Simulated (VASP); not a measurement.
Crystal: P2S.

```xyz
6
Lattice="3.3800 0.0000 0.0000 0.0000 3.3800 0.0000 0.0000 0.0000 8.8998" Properties=species:S:1:pos:R:3 pbc="T T T"
P     0.0000    1.6900    2.6460
P     0.0000    1.6900    7.0959
P     1.6900    0.0000    6.2537
P     1.6900    0.0000    1.8039
S     0.0000    0.0000    0.0000
S     1.6900    1.6900    4.4499
```

* Program: VASP 6.6.1
* Task: relaxation of cell and atoms
* Functional: PBE
* Potentials or basis: VASP PAW PBE potentials, release 64 (P, S)
* Cutoff: 600 eV
* k mesh: 12 × 12 × 4
* Occupations: gaussian, width 0.1 eV
* Spin: no spin polarisation

At the start: pressure 0.5 GPa; volume 16.95 Å³/atom.

**Question.** Where does the relaxation end?

**Answer.** Over 8 steps the energy falls by 6.4 meV/atom and the volume is 16.98 Å³/atom (+0.2 %); space group P4_2/nmc (No. 137, to 0.05 Å).

The path:
```
step  energy change (eV)  largest force (eV/Å)  pressure (GPa)  volume (Å³)
   1              0.0000                0.1720            0.48       101.68
   2             -0.0148                0.1609           -0.18       102.42
   3             -0.0241                0.1280           -1.12       103.56
   4             -0.0335                0.0827           -0.56       102.69
   5             -0.0375                0.0400            0.14       101.64
   6             -0.0375                0.0377            0.18       101.57
   7             -0.0380                0.0224            0.08       101.72
   8             -0.0382                0.0035           -0.04       101.91
```

Final structure:
```
P S
1.0
     3.32906    0.00000    0.00000
     0.00000    3.32906    0.00000
     0.00000    0.00000    9.19503
P S
4 2
Direct
  0.00000 0.50000 0.30303
  0.00000 0.50000 0.80303
  0.50000 0.00000 0.69697
  0.50000 0.00000 0.19697
  0.00000 0.00000 0.00000
  0.50000 0.50000 0.50000
```
